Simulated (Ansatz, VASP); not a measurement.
One calculation of Sn3As, two programs

```
CELL_PARAMETERS angstrom
6.64804 0.00000 0.00000
-3.32402 5.75737 0.00000
0.00000 0.00000 5.36472
ATOMIC_POSITIONS crystal
Sn 0.34157 0.17079 0.75000
Sn 0.82921 0.17079 0.75000
Sn 0.82921 0.65843 0.75000
Sn 0.65843 0.82921 0.25000
Sn 0.17079 0.82921 0.25000
Sn 0.17079 0.34157 0.25000
As 0.66667 0.33333 0.25000
As 0.33333 0.66667 0.75000
```

Change from the starting cell: species swapped into the CdPd3 type (P6_3/mmc, No. 194).

Alike in both runs: functional PBE; k mesh 6 × 6 × 8; occupations gaussian, width 0.1 eV; no spin polarisation.

Ansatz relaxed the structure, and its values are those at the end. VASP's run is a single point on that final structure, the one shown.

|  | VASP | Ansatz |
| --- | --- | --- |
| version | VASP 6.6.1 | Ansatz 0.2.0 |
| potentials or method | VASP PAW PBE potentials, release 64 (Sn_d, As), cutoff 520 eV | scalar-relativistic, plane waves, PAW |
| valence electrons in the cell | 94 | 114 |

```tsv
	VASP	Ansatz	Ansatz less VASP
gap on the k mesh at the Fermi level (eV)	none	none	-
pressure (GPa)	0.0	0.0	+0.04
```

A gap of «none» marks a metal or a gap that the smearing closes. With one functional, cell and mesh, what is left measures potentials, basis and numerics. VASP's potentials hold 94 valence electrons a cell and Ansatz's 114, so a difference there can come from the potentials and not from the codes.
